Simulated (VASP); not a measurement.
# Zr4H (Amm2) in VASP: notebook, part 2 of 2

VASP 6.6.1.

### 3 Single point, PBE

This run uses another cell than the first one, of 19.13 Å³/atom.

File INCAR:

```
  ALGO = Fast
  EDIFF = 1E-7
  ENCUT = 520
  GGA = PE
  ISIF = 2
  ISMEAR = 0
  LASPH = True
  LCHARG = False
  LREAL = False
  LWAVE = False
  NBANDS = 60
  NELM = 80
  PREC = Accurate
  SIGMA = 0.1
```

File KPOINTS:

```
k-points
0
Gamma
  4 4 4
```

File POSCAR:

```
Zr4H
1.0
    6.6349393723      0.0000000000      0.0000000000
    0.0000000000      3.9127099005      3.6847506263
    0.0000000000     -3.9127099005      3.6847506263
Zr H
8 2
Direct
    0.5000000000      0.1688148488      0.6078317113
    0.0000000000      0.6090760279      0.1604095284
    0.2364568339      0.1084039212      0.1084039212
    0.7402082723      0.6712726197      0.6712726197
    0.5000000000      0.6078317113      0.1688148488
    0.0000000000      0.1604095284      0.6090760279
    0.2597917277      0.6712726197      0.6712726197
    0.7635431661      0.1084039212      0.1084039212
    0.0000000000      0.5251585444      0.5251585444
    0.5000000000      0.8748789255      0.8748789255
```

Potentials or basis: VASP PAW PBE potentials, release 64 (Zr_sv, H).

On the command line:

```
> cat potpaw_PBE.64/Zr_sv/POTCAR potpaw_PBE.64/H/POTCAR > POTCAR
> mpirun -np 1 vasp_std > vasp.out
```

OUTCAR:

```text
EDIFF = 1E-7
   ENCUT = 520
   GGA = PE
   ISIF = 2
   ISMEAR = 0
   LASPH = True
   LREAL = False
   NELM = 80
   PREC = Accurate

 ion  position               nearest neighbor table
   1  0.500  0.169  0.608-  10 2.20   7 3.14   4 3.14   7 3.15   4 3.15   8 3.20   3 3.20   8 3.24
                             3 3.24   6 3.32   6 3.32   5 3.44   5 3.72   5 3.72
   2  0.000  0.609  0.160-   9 2.04   3 3.11   8 3.11   8 3.14   3 3.14   4 3.18   7 3.18   7 3.24
                             4 3.24   5 3.32   5 3.32   6 3.51   6 3.71   6 3.71
   3  0.236  0.108  0.108-   2 3.11   6 3.11   2 3.14   6 3.14   8 3.14   1 3.20   5 3.20   7 3.23
                             1 3.24   5 3.24   8 3.50
   4  0.740  0.671  0.671-   9 2.03  10 2.19   5 3.14   1 3.14   1 3.15   5 3.15   2 3.18   6 3.18
                             7 3.19   8 3.23   2 3.24   6 3.24   7 3.45
   5  0.500  0.608  0.169-  10 2.20   7 3.14   4 3.14   7 3.15   4 3.15   8 3.20   3 3.20   8 3.24
                             3 3.24   2 3.32   2 3.32   1 3.44   1 3.72   1 3.72
   6  0.000  0.160  0.609-   9 2.04   3 3.11   8 3.11   8 3.14   3 3.14   4 3.18   7 3.18   7 3.24
                             4 3.24   1 3.32   1 3.32   2 3.51   2 3.71   2 3.71
   7  0.260  0.671  0.671-   9 2.03  10 2.19   5 3.14   1 3.14   1 3.15   5 3.15   2 3.18   6 3.18
                             4 3.19   3 3.23   2 3.24   6 3.24   4 3.45
   8  0.764  0.108  0.108-   2 3.11   6 3.11   2 3.14   6 3.14   3 3.14   5 3.20   1 3.20   4 3.23
                             1 3.24   5 3.24   3 3.50
   9  0.000  0.525  0.525-   4 2.03   7 2.03   6 2.04   2 2.04
  10  0.500  0.875  0.875-   4 2.19   7 2.19   5 2.20   1 2.20

  LATTYP: Found a base centered orthorhombic cell.
 ALAT       =     7.3695012526
 B/A-ratio  =     1.0618655907
 C/A-ratio  =     0.9003240715

  Lattice vectors:

 A1 = (   0.0000000000,   3.9127099005,   3.6847506263)
 A2 = (   0.0000000000,  -3.9127099005,   3.6847506263)
 A3 = (   6.6349393723,   0.0000000000,   0.0000000000)

Analysis of symmetry for initial positions (statically):
=====================================================================
 Subroutine PRICEL returns:
[... 166 lines left out ...]
 non-spin polarized calculation
 RMM-DIIS sequential band-by-band and
 Gauss-broadening in eV      SIGMA  =   0.10
  energy-cutoff  :      520.00
  volume of cell :      191.32
 maximum number of plane-waves:      5180
 NGX is ok and might be reduce to    50
   NGX = 25   NGY = 19   NGZ = 19

 number of electron      97.9999999 magnetization

 Free energy of the ion-electron system (eV)
  ---------------------------------------------------
  ext. energy  EPLUGINS =         0.00000000
  ---------------------------------------------------
  free energy    TOTEN  =       -75.97426752 eV

  energy without entropy =      -75.91536379  energy(sigma->0) =      -75.94481566

 E-fermi :   8.6733     XC(G=0): -11.0791

 val. band max:        8.6685531249   @ k =   0.5000   0.2500   0.2500
 cond. band min:       8.6757554981   @ k =   0.2500   0.2500   0.0000
 fundamental gap:      0.0072023732
 Fermi energy:         8.6733472332

 k-point     1 :       0.0000    0.0000    0.0000
  band No.  band energies     occupation
      1     -40.0175      2.00000
      2     -39.9385      2.00000
      3     -39.9194      2.00000
      4     -39.8908      2.00000
      5     -39.8264      2.00000
      6     -39.8249      2.00000
[... 1312 lines left out ...]
     59      10.8084      0.00000
     60      11.0754      0.00000

------------------------ aborting loop because EDIFF is reached ----------------------------------------

  FORCE on cell =-STRESS in cart. coord.  units (eV):
  Direction    XX          YY          ZZ          XY          YZ          ZX
  --------------------------------------------------------------------------------------
  -------------------------------------------------------------------------------------
  Total       -0.0108099     -0.1639535     -0.0461018      0.0000000      0.0000000      0.0000000
  in kB       -0.0905275     -1.3730252     -0.3860788      0.0000000      0.0000000      0.0000000
  external PRESSURE =      -0.6165438 kB  Pullay stress =       0.0000000 kB

 VOLUME and BASIS-vectors are now :
 -----------------------------------------------------------------------------
  energy-cutoff  :      520.00
  volume of cell :      191.32
      direct lattice vectors                 reciprocal lattice vectors
     6.634939372  0.000000000  0.000000000     0.150717278  0.000000000  0.000000000
     0.000000000  3.912709900  3.684750626     0.000000000  0.127788671  0.135694393
     0.000000000 -3.912709900  3.684750626     0.000000000 -0.127788671  0.135694393

 POSITION                                       TOTAL-FORCE (eV/Angst)
 -----------------------------------------------------------------------------------
      3.31747     -1.71775      2.86175         0.000000      0.006366      0.003314
      0.00000      1.75550      2.83536         0.000000      0.026593     -0.001227
      1.56888      0.00000      0.79888        -0.004990      0.000000     -0.005100
      4.91124      0.00000      4.94694         0.007850      0.000000      0.003906
      3.31747      1.71775      2.86175         0.000000     -0.006366      0.003314
      0.00000     -1.75550      2.83536         0.000000     -0.026593     -0.001227
      1.72370      0.00000      4.94694        -0.007850      0.000000      0.003906
      5.06606      0.00000      0.79888         0.004990      0.000000     -0.005100
      0.00000      0.00000      3.87016         0.000000      0.000000      0.000362
      3.31747      0.00000      6.44742         0.000000      0.000000     -0.002149
 -----------------------------------------------------------------------------------
    total drift:                                0.000000     -0.000000     -0.000090

  FREE ENERGIE OF THE ION-ELECTRON SYSTEM (eV)
  ---------------------------------------------------
  free  energy   TOTEN  =       -75.9742675208 eV

  energy  without entropy=      -75.9153637943  energy(sigma->0) =      -75.94481566
```

stdout:

```text
POSCAR found type information on POSCAR ZrH
 POSCAR found :  2 types and      10 ions
 scaLAPACK will be used
[... 77 lines left out ...]
 num prob  num prob  num prob WARNING in EDDRMM: call to ZHEGV failed, returncode =   8  4     28
 num prob  num prob  num prob  num prob  num prob  num prob  num prob  num prob  num prob  num prob  num prob  num prob  num prob  num prob  num prob  num prob  num prob  num prob  num prob  num prob WARNING in EDDRMM: call to ZHEGV failed, returncode =   8  4     10
 num prob  num prob  num prob  num prob  num prob  num prob  num prob  num prob  num prob WARNING in EDDRMM: call to ZHEGV failed, returncode =   8  4     30
WARNING in EDDRMM: call to ZHEGV failed, returncode =   8  4     31
 num prob  num prob  num prob  num prob  num prob  num prob  num prob  num prob  num prob  num prob  num prob  num prob  num prob  num prob  num prob  n
```

Wall time 14 min (1 thread of Oxide Virtual Turin-like, shared host); peak memory 0.33 GiB.

Results:

| Quantity | Value |
| --- | --- |
| Free energy | -75.9743 eV |
| Pressure | -0.1 GPa |
| Largest force | 0.027 eV/Å |
| Band gap on the k mesh | zero (bands 49 and 50 overlap by 0.71 eV) |

Forces on the atoms (eV/Å):
```
Zr   0.000  0.006  0.003
Zr   0.000  0.027 -0.001
Zr  -0.005  0.000 -0.005
Zr   0.008  0.000  0.004
Zr   0.000 -0.006  0.003
Zr   0.000 -0.027 -0.001
Zr  -0.008  0.000  0.004
Zr   0.005  0.000 -0.005
H    0.000  0.000  0.000
H    0.000  0.000 -0.002
```
